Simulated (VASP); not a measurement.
Runs of VASP 6.6.1 on AlNi. The structure is that of space group Pm-3m (No. 221), or close to it. The cells are those of the table. 

```csv
cell,further INCAR settings,gap on the mesh (eV),pressure (GPa)
"a = 2.852, b = 2.852, c = 2.905 Å, 2 atoms",ALGO = Fast; EDIFF = 1e-06; NBANDS = 14,none,-1.3
"a = 2.895, b = 2.895, c = 2.734 Å, 2 atoms",ALGO = Fast; EDIFF = 1e-06; NBANDS = 14,none,4.3
"a = 2.884, b = 2.884, c = 2.776 Å, 2 atoms",ALGO = Fast; EDIFF = 1e-07; NBANDS = 14,none,(a)
"a = 2.896, b = 2.896, c = 2.776 Å, 2 atoms",ALGO = Fast; EDIFF = 1e-06; NBANDS = 14,none,1.5
"a = 2.812, b = 2.812, c = 2.991 Å, 2 atoms",ALGO = Fast; EDIFF = 1e-06; NBANDS = 14,none,-1.1
"a = 2.913, b = 2.913, c = 2.734 Å, 2 atoms",ALGO = Fast; EDIFF = 1e-06; NBANDS = 14,none,2.2
"a = 2.879, b = 2.879, c = 2.819 Å, 2 atoms",ALGO = Fast; EDIFF = 1e-06; NBANDS = 14,none,(b)
"a = 2.845, b = 2.845, c = 2.905 Å, 2 atoms",ALGO = Fast; EDIFF = 1e-06; NBANDS = 14,none,-0.5
```

Alike in all rows: task single point; level PBEsol; potentials or basis VASP PAW PBE potentials, release 64 (Al, Ni); no spin polarisation; k mesh 18 × 18 × 18; cutoff (eV) 520; smearing gaussian 0.1 eV.

Estimate the missing entries.

(a) 2.8; (b) 0.5.

Caveats: the PAW data sets were made with another functional, which shifts forces and pressure a little; the stress differs along the axes, from 2 to 8 GPa (at least some runs); the stress differs along the axes, from -0 to 7 GPa (at least some runs).

A gap of «none» marks levels without a gap at the run's occupations.
